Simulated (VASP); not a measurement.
Set up this calculation in VASP 6.6.1, as the native input.

```
Task                   : relaxation of cell and atoms
Functional             : LDA
Potentials or basis    : VASP PAW LDA potentials, release 64 (Zn, Se)
Cutoff                 : 600 eV
k mesh                 : 6 × 6 × 6
Occupations            : gaussian, width 0.01 eV
Spin                   : no spin polarisation
Dipole correction      : no
Further INCAR settings : ALGO = Normal; EDIFF = 1e-06; IBRION = 2; EDIFFG = -0.01; NSW = 80; ISIF = 3
```

The structure of ZnSe (Stilleite) lies in POSCAR:

```
ZnSe
1.0
    0.0000000000      2.8338000000      2.8338000000
    2.8338000000      0.0000000000      2.8338000000
    2.8338000000      2.8338000000      0.0000000000
Zn Se
1 1
Direct
    0.0000000000      0.0000000000      0.0000000000
    0.2500000000      0.2500000000      0.2500000000
```

One way to write it, as run:

INCAR

```
SYSTEM = ZnSe
PREC = Accurate ; ENCUT = 600
EDIFF = 1E-6 ; ISMEAR = 0
SIGMA = 0.01 ; LREAL = .False.
LASPH = .True. ; NELM = 60
ALGO = Normal ; ISIF = 3
LWAVE = .False. ; LCHARG = .False.
IBRION = 2 ; NSW = 80
EDIFFG = -0.01
```

KPOINTS

```
Automatic mesh
0
Gamma
  6 6 6
  0 0 0
```

Potentials or basis: VASP PAW LDA potentials, release 64 (Zn, Se).

Run with:

```sh
$ cat potpaw_LDA.64/Zn/POTCAR potpaw_LDA.64/Se/POTCAR > POTCAR
$ mpirun -np 1 vasp_std > vasp.out
```

It gave:

```json
{"Relaxed volume": "21.69 Å³/atom", "Relaxed cell": "a = 3.944 Å, b = 3.944 Å, c = 3.944 Å, α = 60.00°, β = 60.00°, γ = 60.00°", "Space group after relaxing (to 0.05 Å)": "F-43m (No. 216)", "Energy gained by relaxing": "10.8 meV/atom", "Ionic steps": "5", "Pressure after relaxing": "0.0 GPa", "Band gap on the k mesh": "1.27 eV, direct"}
```

It took 20 s on 1 thread of AMD EPYC 9R14 (Zen 4), on a shared host, peak memory 0.14 GiB.
